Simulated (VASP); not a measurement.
Input of a VASP 6.6.1 run:

INCAR

```
SYSTEM = MgO2
PREC     = Accurate       ! precision mode
ENCUT    = 520            ! plane-wave cutoff, eV
EDIFF    = 1E-6           ! SCF threshold, eV
ISMEAR   = 0              ! smearing method
SIGMA    = 0.02           ! smearing width, eV
LREAL    = .FALSE.        ! projectors in reciprocal space
LASPH    = .TRUE.         ! aspherical terms in the spheres
NELM     = 60             ! most SCF steps
ALGO     = Normal         ! electronic algorithm
ISIF     = 2              ! what is computed and relaxed
LWAVE    = .FALSE.        ! write WAVECAR
LCHARG   = .FALSE.        ! write CHGCAR
GGA      = PS             ! functional
NBANDS   = 40             ! bands
```

Contents of KPOINTS:

```
Automatic mesh
0
G
  6 6 6
  0 0 0
```

POSCAR

```
MgO2
1.0
    4.9357731059      0.0000000000      0.0000000000
    0.0000000000      4.9357731059      0.0000000000
    0.0000000000      0.0000000000      4.9357731059
Mg O
4 8
Direct
    0.0000000000      0.5000000000      0.5000000000
    0.5000000000      0.5000000000      0.0000000000
    0.5000000000      0.0000000000      0.5000000000
    0.0000000000      0.0000000000      0.0000000000
    0.4127151144      0.0872848856      0.9127151144
    0.0872848856      0.9127151144      0.4127151144
    0.9127151144      0.4127151144      0.0872848856
    0.5872848856      0.5872848856      0.5872848856
    0.4127151144      0.4127151144      0.4127151144
    0.0872848856      0.5872848856      0.9127151144
    0.9127151144      0.0872848856      0.5872848856
    0.5872848856      0.9127151144      0.0872848856
```

Potentials or basis: VASP PAW PBE potentials, release 64 (Mg, O).

The run is started by

```console
$ cat potpaw_PBE.64/Mg/POTCAR potpaw_PBE.64/O/POTCAR > POTCAR
$ mpirun -np 1 vasp_std > vasp.out
```

Q: What does it give for the pressure?

A: -7.1 GPa.

Q: What does it give for the largest force?

A: 0.190 eV/Å.

Q: What does it give for the band gap on the k mesh?

A: 3.76 eV, indirect (least direct gap 3.86 eV).

Forces on the atoms (eV/Å):
```
Mg   0.000  0.000  0.000
Mg   0.000  0.000  0.000
Mg   0.000  0.000  0.000
Mg   0.000  0.000  0.000
O   -0.109  0.109 -0.109
O    0.109 -0.109 -0.109
O   -0.109 -0.109  0.109
O    0.109  0.109  0.109
O   -0.109 -0.109 -0.109
O    0.109  0.109 -0.109
O   -0.109  0.109  0.109
O    0.109 -0.109  0.109
```

Caveat: the PAW data sets were made with another functional, which shifts forces and pressure a little. A k mesh can miss the band edges.
